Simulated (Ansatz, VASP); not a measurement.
One calculation of Al3Cl, two programs

```
CELL_PARAMETERS angstrom
5.72259 0.00000 0.00000
-2.86130 4.95591 0.00000
0.00000 0.00000 2.92586
ATOMIC_POSITIONS crystal
Al 0.50000 0.00000 0.00000
Al 0.00000 0.50000 0.00000
Al 0.50000 0.50000 0.00000
Cl 0.00000 0.00000 0.50000
```

Alike in both runs: functional PBE; k mesh 6 × 6 × 4; occupations gaussian, width 0.1 eV; no spin polarisation.

Ansatz relaxed the structure, and its values are those at the end. VASP's run is a single point on that final structure, the one shown.

|  | VASP | Ansatz |
| --- | --- | --- |
| version | VASP 6.6.1 | Ansatz 0.2.0 |
| potentials or method | VASP PAW PBE potentials, release 64 (Al, Cl), cutoff 520 eV | scalar-relativistic, plane waves, PAW |
| valence electrons in the cell | 16 | 16 |

```csv
,VASP,Ansatz,Ansatz less VASP
gap on the k mesh at the Fermi level (eV),none,none,-
pressure (GPa),0.2,0.2,+0.03
```

A gap of «none» marks a metal or a gap that the smearing closes.

The k mesh is coarse, so the values compare programs but aren't converged.
